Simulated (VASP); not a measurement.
# CoPdO2 (R-3m) in VASP: a series of runs

CoPdO2 is run at these levels: PBE+U; tasks: relaxation of the atoms, single point.

All numbers are computed with VASP 6.6.1; they aren't measurements. Logs are shortened: lines on timing, memory, paths and dates and some standing lists are left out, and cuts for length are marked.

### Step 1. The cell of the first run

It takes space group R-3m (No. 166, trigonal). The conventional cell has a = 2.752 Å, b = 2.752 Å, c = 17.120 Å, α = 90.00°, β = 90.00°, γ = 120.00°. Within 2.4 Å of Co (site symmetry -3m) lie 6 O at 1.84 Å. Within 2.5 Å of Pd (site symmetry -3m) lie 2 O at 1.92 Å. O (site symmetry 3m) has 3 Co at 1.84 Å and 1 Pd at 1.92 Å and 3 O at 2.46 Å within 2.5 Å.

### Step 2. Relaxation of the atoms, PBE+U (equal strain along all axes, cell held: -4.0 %)

The input, INCAR:

```
SYSTEM = CoPdO2
PREC = Accurate
ENCUT = 520
EDIFF = 1E-6
ISMEAR = 0
SIGMA = 0.1
LREAL = .FALSE.
LASPH = .TRUE.
NELM = 150
ALGO = Normal
ISIF = 2
LWAVE = .FALSE.
LCHARG = .FALSE.
LMAXMIX = 4
LDAU = .TRUE.
LDAUTYPE = 2
LDAUL = 2 -1 -1
LDAUU = 3.32 0 0
LDAUJ = 0 0 0
LDAUPRINT = 1
GGA = PE
IBRION = 2
NSW = 60
EDIFFG = -0.008
KPAR = 4
```

The input, KPOINTS:

```
Automatic mesh
0
G
  12 12 2
  0 0 0
```

The input, POSCAR:

```
CoPdO2
1.0
    2.7515237418      0.0000000000      0.0000000000
   -1.3757618709      2.3828894595      0.0000000000
    0.0000000000      0.0000000000     17.1199300486
Co Pd O
3 3 6
Direct
    0.6666666667      0.3333333333      0.8333333333
    0.3333333333      0.6666666667      0.1666666667
    0.0000000000      0.0000000000      0.5000000000
    0.0000000000      0.0000000000      0.0000000000
    0.6666666667      0.3333333333      0.3333333333
    0.3333333333      0.6666666667      0.6666666667
    0.3333333333      0.6666666667      0.7786221751
    0.0000000000      0.0000000000      0.8880444916
    0.0000000000      0.0000000000      0.1119555084
    0.6666666667      0.3333333333      0.2213778249
    0.6666666667      0.3333333333      0.4452888417
    0.3333333333      0.6666666667      0.5547111583
```

Potentials or basis: VASP PAW PBE potentials, release 64 (Co, Pd, O).

The run is started by

```sh
> cat potpaw_PBE.64/Co/POTCAR potpaw_PBE.64/Pd/POTCAR potpaw_PBE.64/O/POTCAR > POTCAR
> mpirun -np 4 vasp_std > vasp.out
```

OUTCAR:

```text
SYSTEM = CoPdO2
   PREC = Accurate
   ENCUT = 520
   EDIFF = 1E-6
   ISMEAR = 0
   LREAL = .FALSE.
   LASPH = .TRUE.
   NELM = 150
   ISIF = 2
   GGA = PE
   IBRION = 2
   NSW = 60
   EDIFFG = -0.008

 ion  position               nearest neighbor table
   1  0.667  0.333  0.833-   7 1.84   7 1.84   7 1.84   8 1.84   8 1.84   8 1.84   6 3.27   6 3.27
                             6 3.27   4 3.27   4 3.27   4 3.27
   2  0.333  0.667  0.167-  10 1.84  10 1.84  10 1.84   9 1.84   9 1.84   9 1.84   5 3.27   5 3.27
                             5 3.27   4 3.27   4 3.27   4 3.27
   3  0.000  0.000  0.500-  11 1.84  12 1.84  12 1.84  11 1.84  11 1.84  12 1.84   5 3.27   6 3.27
                             6 3.27   5 3.27   6 3.27   5 3.27
   4  0.000  0.000  0.000-   8 1.92   9 1.92   1 3.27   2 3.27   2 3.27   1 3.27   1 3.27   2 3.27
[... 5 lines left out ...]
   7  0.333  0.667  0.779-   1 1.84   1 1.84   1 1.84   6 1.92
   8  0.000  0.000  0.888-   1 1.84   1 1.84   1 1.84   4 1.92
   9  0.000  0.000  0.112-   2 1.84   2 1.84   2 1.84   4 1.92
  10  0.667  0.333  0.221-   2 1.84   2 1.84   2 1.84   5 1.92
  11  0.667  0.333  0.445-   3 1.84   3 1.84   3 1.84   5 1.92
  12  0.333  0.667  0.555-   3 1.84   3 1.84   3 1.84   6 1.92

  LATTYP: Found a hexagonal cell.
 ALAT       =     2.7515237418
 C/A-ratio  =     6.2219815837

  Lattice vectors:

 A1 = (   2.7515237418,   0.0000000000,   0.0000000000)
 A2 = (  -1.3757618709,   2.3828894595,   0.0000000000)
 A3 = (   0.0000000000,   0.0000000000,  17.1199300486)

Analysis of symmetry for initial positions (statically):
=====================================================================
 Subroutine PRICEL returns following result:

  LATTYP: Found a trigonal (rhomboedric) cell.
 ALAT       =     5.9236311471
 COS(alpha) =     0.8921201043

  Lattice vectors:

 A1 = (   1.3757618712,  -0.7942964867,  -5.7066433507)
 A2 = (  -1.3757618715,  -0.7942964862,  -5.7066433473)
 A3 = (   0.0000000003,   1.5885929728,  -5.7066433507)

   3 primitive cells build up your supercell.

 Routine SETGRP: Setting up the symmetry group for a
 hexagonal supercell.

 Subroutine GETGRP returns: Found 12 space group operations
 (whereof 12 operations were pure point group operations)
 out of a pool of 24 trial point group operations.

The static configuration has the point symmetry D_3d.

Analysis of symmetry for dynamics (positions and initial velocities):
=====================================================================
 Subroutine PRICEL returns following result:

  LATTYP: Found a trigonal (rhomboedric) cell.
 ALAT       =     5.9236311471
 COS(alpha) =     0.8921201043

  Lattice vectors:

 A1 = (   1.3757618712,  -0.7942964867,  -5.7066433507)
 A2 = (  -1.3757618715,  -0.7942964862,  -5.7066433473)
 A3 = (   0.0000000003,   1.5885929728,  -5.7066433507)

   3 primitive cells build up your supercell.

 Routine SETGRP: Setting up the symmetry group for a
 hexagonal supercell.

 Subroutine GETGRP returns: Found 12 space group operations
 (whereof 12 operations were pure point group operations)
 out of a pool of 24 trial point group operations.

The dynamic configuration has the point symmetry D_3d.

 Subroutine INISYM returns: Found 12 space group operations
 (whereof 12 operations are pure point group operations),
 and found     3 'primitive' translations

----------------------------------------------------------------------------------------

                                     Primitive cell

  volume of cell :      37.4160

  direct lattice vectors                    reciprocal lattice vectors
     1.375761871 -0.794296487 -5.706643351     0.363434988 -0.209829289 -0.058411454
    -1.375761871 -0.794296486 -5.706643347    -0.363434989 -0.209829289 -0.058411454
     0.000000000  1.588592973 -5.706643351    -0.000000000  0.419658577 -0.058411454

  length of vectors
     5.923631147  5.923631144  5.923631147     0.423704165  0.423704165  0.423704165

  position of ions in fractional coordinates (direct lattice)
[... 46 lines left out ...]
   NUPDOWN=      -1.0000    fix difference up-down
   EMIN   =  10.00;   EMAX   =-10.00  energy-range for DOS
   EFERMI =   0.00;   METHOD = LEGACY
   ISMEAR =     0;   SIGMA  =   0.10  broadening in eV -4-tet -1-fermi 0-gaus
   EFERMI_NEDOS =   21; number of points for ismear=-14 and -15
   IALGO  =     38    algorithm
   IMIX   =      4    mixing-type and parameters
     AMIX     =   0.40;   BMIX     =  1.00
     AMIX_MAG =   1.60;   BMIX_MAG =  1.00
  volume/ion in A,a.u.               =       9.35        63.12
  Fermi-wavevector in a.u.,A,eV,Ry     =   1.537598  2.905639 32.166991  2.364207
  Thomas-Fermi vector in A             =   2.644084
   LORBIT       =      0    0 simple, 1 ext, 2 COOP (PROOUT), +10 PAW based schemes
 LDA+U is selected, type is set to LDAUTYPE =  2
   angular momentum for each species LDAUL =     2   -1   -1
   U (eV)           for each species LDAUU =   3.3  0.0  0.0
   J (eV)           for each species LDAUJ =   0.0  0.0  0.0
   GGA     = PE    functional components
   LHFCALC =     F    Hartree Fock is set to
   AEXX    =    0.0000 exact exchange contribution
   IVDW    =     0    specifies the selected vdW correction
   LEPSILON=     F    determine dielectric tensor
   LRPA    =     F    only Hartree local field effects (RPA)
 conjugate gradient relaxation of ions
 non-spin polarized calculation
 Gauss-broadening in eV      SIGMA  =   0.10
  energy-cutoff  :      520.00
  volume of cell :      112.25
 maximum number of plane-waves:      3044
   NGX = 11   NGY = 11   NGZ = 63

--------------------------------------- Ionic step        1  -------------------------------------------

 number of electron      93.0000002 magnetization

 Free energy of the ion-electron system (eV)
  ---------------------------------------------------
  ext. energy  EPLUGINS =         0.00000000
  ---------------------------------------------------
  free energy    TOTEN  =       -69.26415404 eV

  energy without entropy =      -69.24127091  energy(sigma->0) =      -69.25271247

------------------------ aborting loop because EDIFF is reached ----------------------------------------

  FORCE on cell =-STRESS in cart. coord.  units (eV):
  Direction    XX          YY          ZZ          XY          YZ          ZX
  --------------------------------------------------------------------------------------
  -------------------------------------------------------------------------------------
  Total       19.1706470     19.1706470     29.4563578      0.0000000      0.0000000     -0.0000000
  in kB      273.6328332    273.6328332    420.4462493      0.0000000      0.0000000     -0.0000000
  external PRESSURE =     322.5706386 kB  Pullay stress =       0.0000000 kB
[... 178 lines left out ...]
--------------------------------------- Ionic step        3  -------------------------------------------

 number of electron      93.0000001 magnetization

 Free energy of the ion-electron system (eV)
  ---------------------------------------------------
  ext. energy  EPLUGINS =         0.00000000
  ---------------------------------------------------
  free energy    TOTEN  =       -69.26431959 eV

  energy without entropy =      -69.24144528  energy(sigma->0) =      -69.25288244

 E-fermi :   9.4534     XC(G=0): -13.0445

 val. band max:        9.4326064066   @ k =   0.2500   0.1667   0.0000
 cond. band min:       9.4561447588   @ k =   0.3333   0.0833   0.0000
 fundamental gap:      0.0235383522
 Fermi energy:         9.4534036484

 k-point     1 :       0.0000    0.0000    0.0000
  band No.  band energies     occupation
      1     -12.4700      2.00000
      2     -12.3099      2.00000
      3     -12.3098      2.00000
      4     -10.5216      2.00000
      5     -10.5216      2.00000
      6     -10.2416      2.00000
[... 1381 lines left out ...]
     54      11.7648      0.00000
     55      13.4329      0.00000

 [... further k-points ...]

------------------------ aborting loop because EDIFF is reached ----------------------------------------

  FORCE on cell =-STRESS in cart. coord.  units (eV):
  Direction    XX          YY          ZZ          XY          YZ          ZX
  --------------------------------------------------------------------------------------
  -------------------------------------------------------------------------------------
  Total       19.0984031     19.0984031     29.5996860     -0.0000000      0.0000000     -0.0000000
  in kB      272.6016569    272.6016569    422.4920482     -0.0000000      0.0000000     -0.0000000
  external PRESSURE =     322.5651207 kB  Pullay stress =       0.0000000 kB
[... 27 lines left out ...]
  FREE ENERGIE OF THE ION-ELECTRON SYSTEM (eV)
  ---------------------------------------------------
  free  energy   TOTEN  =       -69.2643195901 eV

  energy  without entropy=      -69.2414452805  energy(sigma->0) =      -69.25288244

 reached required accuracy - stopping structural energy minimisation
```

It took 4.1 min on 4 MPI ranks of Intel Xeon Platinum 8488C (Sapphire Rapids), shared host; peak memory 0.35 GiB.

What came out:

```yaml
Free_energy: -69.2643 eV
Energy_gained_by_relaxing: 0.0 meV/atom
Ionic_steps: 3
Pressure_after_relaxing: 32.3 GPa
Band_gap_on_the_k_mesh: zero (an odd number of electrons rules out a gap without spin polarisation)
```

Stress tensor (GPa, compression positive):
```
27.26  0.00  0.00
 0.00 27.26  0.00
 0.00  0.00 42.25
```

Step by step:
```
step  energy change (eV)  largest force (eV/Å)  pressure (GPa)
   1              0.0000                0.0472           32.26
   2              0.0000                0.0419           32.23
   3             -0.0002                0.0006           32.26
```

Final structure:
```
Co Pd O
1.0
     2.75152    0.00000    0.00000
    -1.37576    2.38289    0.00000
     0.00000    0.00000   17.11993
Co Pd O
3 3 6
Direct
  0.66667 0.33333 0.83333
  0.33333 0.66667 0.16667
  0.00000 0.00000 0.50000
  0.00000 0.00000 0.00000
  0.66667 0.33333 0.33333
  0.33333 0.66667 0.66667
  0.33333 0.66667 0.77855
  0.00000 0.00000 0.88811
  0.00000 0.00000 0.11189
  0.66667 0.33333 0.22145
  0.66667 0.33333 0.44522
  0.33333 0.66667 0.55478
```

Levels at points of the mesh, in eV from the Fermi level:
```csv
k point,band 42,band 43,band 44,band 45,band 46,band 47,band 48,band 49,band 50,band 51
"(0.00, 0.00, 0.00)",-1.88,-1.82,-1.82,-1.12,-1.12,-1.12,-1.12,2.20,2.20,2.20
"(0.50, 0.00, 0.00)",-1.74,-0.56,-0.56,-0.56,0.42,0.78,0.78,1.97,1.97,2.12
"(0.00, 0.00, 0.50)",-1.72,-1.58,-1.58,-1.58,-1.58,-0.90,-0.90,2.09,2.09,2.38
"(0.50, 0.00, 0.50)",-1.59,-0.56,-0.56,-0.56,0.52,0.52,0.98,1.75,2.02,2.30
```

Eigenvalues of the final occupation matrices:
```csv
site,spin,trace,eigenvalues
site 1 d,1,3.77,0.43 0.43 0.97 0.97 0.97
site 1 d,2,3.77,0.43 0.43 0.97 0.97 0.97
site 2 d,1,3.77,0.43 0.43 0.97 0.97 0.97
site 2 d,2,3.77,0.43 0.43 0.97 0.97 0.97
site 3 d,1,3.77,0.43 0.43 0.97 0.97 0.97
site 3 d,2,3.77,0.43 0.43 0.97 0.97 0.97
```

Caveat: the cell differs from its parent crystal (equal strain along all axes, cell held: -4.0 %); an odd number of electrons without spin polarisation forces a metal; a magnetic or distorted state may lie lower; the run has no spin polarisation, though such a crystal can be magnetic; U without spin polarisation on a metal has little footing.

### Step 3. Single point, PBE+U (biaxial strain in the a-b plane: -4.0 %, then relaxed in part)

The input, INCAR:

```
SYSTEM = CoPdO2
ALGO     = Normal         ! electronic algorithm
EDIFF    = 1E-6           ! SCF threshold, eV
ENCUT    = 520            ! plane-wave cutoff, eV
GGA      = PE             ! functional
ISIF     = 2              ! what is computed and relaxed
ISMEAR   = 0              ! smearing method
LASPH    = .True.         ! aspherical terms in the spheres
LCHARG   = .False.        ! write CHGCAR
LDAU     = .True.         ! DFT+U
LDAUJ    = 0 0 0        
LDAUL    = 2 -1 -1        ! shell
LDAUPRINT= 1            
LDAUTYPE = 2            
LDAUU    = 3.32 0 0       ! U, eV
LMAXMIX  = 4              ! l up to which the mixer works
LREAL    = .False.        ! projectors in reciprocal space
LWAVE    = .False.        ! write WAVECAR
NBANDS   = 58             ! bands
NELM     = 150            ! most SCF steps
PREC     = Accurate       ! precision mode
SIGMA    = 0.1            ! smearing width, eV
```

The input, KPOINTS:

```
k-points
0
Gamma
  12 12 2
  0 0 0
```

The input, POSCAR:

```
CoPdO2
1.0
    2.7515237444      0.0000000000      0.0000000000
   -1.3757618722      2.3828894618      0.0000000000
    0.0000000000      0.0000000000     18.1842370059
Co Pd O
3 3 6
Direct
    0.6666666667      0.3333333333      0.8333333333
    0.3333333333      0.6666666667      0.1666666667
    0.0000000000      0.0000000000      0.5000000000
    0.0000000000      0.0000000000      0.0000000000
    0.6666666667      0.3333333333      0.3333333333
    0.3333333333      0.6666666667      0.6666666667
    0.3333333333      0.6666666667      0.7772580278
    0.0000000000      0.0000000000      0.8894086388
    0.0000000000      0.0000000000      0.1105913612
    0.6666666667      0.3333333333      0.2227419722
    0.6666666667      0.3333333333      0.4439246945
    0.3333333333      0.6666666667      0.5560753055
```

Potentials or basis: VASP PAW PBE potentials, release 64 (Co, Pd, O).

The run is started by

```sh
> cat potpaw_PBE.64/Co/POTCAR potpaw_PBE.64/Pd/POTCAR potpaw_PBE.64/O/POTCAR > POTCAR
> mpirun -np 1 vasp_std > vasp.out
```

It took 7.2 min on 1 thread of Intel Xeon Platinum 8259CL at 2.50GHz (Skylake/Cascade Lake), shared host; peak memory 0.36 GiB.

Results (log left out):

```yaml
Free_energy: -70.1075 eV
Pressure: 9.7 GPa
Largest_force: 0.107 eV/Å
Band_gap_on_the_k_mesh: zero (an odd number of electrons rules out a gap without spin polarisation)
```

Forces on the atoms (eV/Å):
```
Co   0.000  0.000  0.000
Co   0.000  0.000  0.000
Co   0.000  0.000  0.000
Pd   0.000  0.000  0.000
Pd   0.000  0.000  0.000
Pd   0.000  0.000  0.000
O    0.000  0.000  0.107
O    0.000  0.000 -0.107
O    0.000  0.000  0.107
O    0.000  0.000 -0.107
O    0.000  0.000  0.107
O    0.000  0.000 -0.107
```

Stress tensor (GPa, compression positive):
```
15.01  0.00  0.00
 0.00 15.01  0.00
 0.00  0.00 -1.02
```

Levels at points of the mesh, in eV from the Fermi level:
```
           k point  band 43  band 44  band 45  band 46  band 47  band 48  band 49  band 50  band 51  band 52
(0.00, 0.00, 0.00)    -1.55    -1.55    -0.95    -0.95    -0.95    -0.95     2.09     2.09     2.09     2.09
(0.50, 0.00, 0.00)    -0.30    -0.30    -0.30     0.21     0.56     0.56     2.01     2.01     2.07     2.07
(0.00, 0.00, 0.50)    -1.31    -1.31    -1.31    -1.31    -0.79    -0.79     2.02     2.02     2.21     2.21
(0.50, 0.00, 0.50)    -0.30    -0.30    -0.30     0.31     0.31     0.73     1.83     2.00     2.20     2.20
```

Eigenvalues of the final occupation matrices:
```tsv
site	spin	trace	eigenvalues
site 1 d	1	3.72	0.41 0.41 0.97 0.97 0.97
site 1 d	2	3.72	0.41 0.41 0.97 0.97 0.97
site 2 d	1	3.72	0.41 0.41 0.97 0.97 0.97
site 2 d	2	3.72	0.41 0.41 0.97 0.97 0.97
site 3 d	1	3.72	0.41 0.41 0.97 0.97 0.97
site 3 d	2	3.72	0.41 0.41 0.97 0.97 0.97
```

Caveat: the cell differs from its parent crystal (biaxial strain in the a-b plane: -4.0 %, then relaxed in part); the stress differs along the axes, from -1 to 15 GPa; an odd number of electrons without spin polarisation forces a metal; a magnetic or distorted state may lie lower; the run has no spin polarisation, though such a crystal can be magnetic; U without spin polarisation on a metal has little footing. Spin polarisation is off, so any magnetic state and its effect on volume and gap are missing.

### Step 4. Single point, PBE+U

This run uses another cell than the first one: it holds 4 atoms, not 12.

The input, INCAR:

```
PREC = Accurate ; ENCUT = 520
EDIFF = 1E-6 ; ISMEAR = 0
SIGMA = 0.1 ; LREAL = False
LASPH = True ; NELM = 150
ALGO = Fast ; ISIF = 2
LWAVE = False ; LCHARG = False
LMAXMIX = 4 ; LDAU = True
LDAUTYPE = 2 ; LDAUL = 2 -1 -1
LDAUU = 3.32 0 0 ; LDAUJ = 0 0 0
LDAUPRINT = 1 ; GGA = PE
NBANDS = 24
```

The input, KPOINTS:

```
regular mesh
0
Gamma
  18 18 18
```

The input, POSCAR:

```
CoPdO2
1.0
    1.4330852831      0.8273921740      5.9444201547
   -1.4330852831      0.8273921740      5.9444201547
    0.0000000000     -1.6547843480      5.9444201547
Co Pd O
1 1 2
Direct
    0.5000000000      0.5000000000      0.5000000000
    0.0000000000      0.0000000000      0.0000000000
    0.1122911704      0.1122911704      0.1122911704
    0.8877088296      0.8877088296      0.8877088296
```

The run is started by

```sh
> cat potpaw_PBE.64/Co/POTCAR potpaw_PBE.64/Pd/POTCAR potpaw_PBE.64/O/POTCAR > POTCAR
> mpirun -np 1 vasp_std > vasp.out
```

It took 87 min on 1 thread of Oxide Virtual Turin-like, shared host; peak memory 0.78 GiB.

Results (log left out):

* Free energy: -23.5231 eV
* Pressure: -1.2 GPa
* Largest force: 0.070 eV/Å
* Band gap on the k mesh: zero (an odd number of electrons rules out a gap without spin polarisation)

Forces in eV/Å, atoms in the order of the input:
```
Co   0.000  0.000  0.000
Pd   0.000  0.000  0.000
O    0.000  0.000  0.070
O    0.000  0.000 -0.070
```

Stress tensor (GPa, compression positive):
```
-1.49  0.00  0.00
 0.00 -1.49  0.00
 0.00  0.00 -0.64
```

Levels at points of the mesh, in eV from the Fermi level:
| k point | band 14 | band 15 | band 16 | band 17 | band 18 | band 19 |
| --- | --- | --- | --- | --- | --- | --- |
| (0.00, 0.00, 0.00) | -2.01 | -1.41 | -1.41 | 2.36 | 2.36 | 3.03 |
| (0.50, 0.00, 0.00) | -1.20 | -0.31 | 0.89 | 1.65 | 2.02 | 3.63 |
| (0.50, 0.50, 0.00) | -1.64 | -0.31 | 0.37 | 2.24 | 2.31 | 3.67 |
| (0.50, 0.50, 0.50) | -1.50 | -0.62 | -0.62 | 2.09 | 2.09 | 4.30 |

Eigenvalues of the final occupation matrices:
```
    site  spin  trace               eigenvalues
site 1 d     1   3.68  0.39 0.39 0.96 0.96 0.97
site 1 d     2   3.68  0.39 0.39 0.96 0.96 0.97
```

Caveat: an odd number of electrons without spin polarisation forces a metal; a magnetic or distorted state may lie lower; the run has no spin polarisation, though such a crystal can be magnetic; U without spin polarisation on a metal has little footing. Spin polarisation is off, so any magnetic state and its effect on volume and gap are missing.

### Step 5. Summary

```csv
task,cell,k mesh,gap on the mesh (eV),pressure (GPa),largest force (eV/Å)
relaxation of the atoms,"atoms relaxed from a = 2.752, b = 2.752, c = 17.120 Å, angles 90.0, 90.0, 120.0°, 12 atoms, atomic positions A",12 × 12 × 2,none,32.3,-
single point,"a = 2.752, b = 2.752, c = 18.184 Å, angles 90.0, 90.0, 120.0°, 12 atoms, atomic positions B",12 × 12 × 2,none,9.7,0.11
single point,"a = 6.170 Å, angles 26.9°, 4 atoms, atomic positions C",18 × 18 × 18,none,-1.2,0.07
```

Alike in all rows: level PBE+U; potentials or basis VASP PAW PBE potentials, release 64 (Co, Pd, O); no spin polarisation; Co d U = 3.32 eV; cutoff (eV) 520; smearing gaussian 0.1 eV.

Caveats: an odd number of electrons without spin polarisation forces a metal; a magnetic or distorted state may lie lower; the run has no spin polarisation, though such a crystal can be magnetic; U without spin polarisation on a metal has little footing; the stress differs along the axes, from -1 to 15 GPa (at least some runs).

Total energies depend on the potentials used, so only differences within one code and one set of settings carry meaning.

The gap in the log of VASP goes by the Fermi energy; the results here count the filled bands.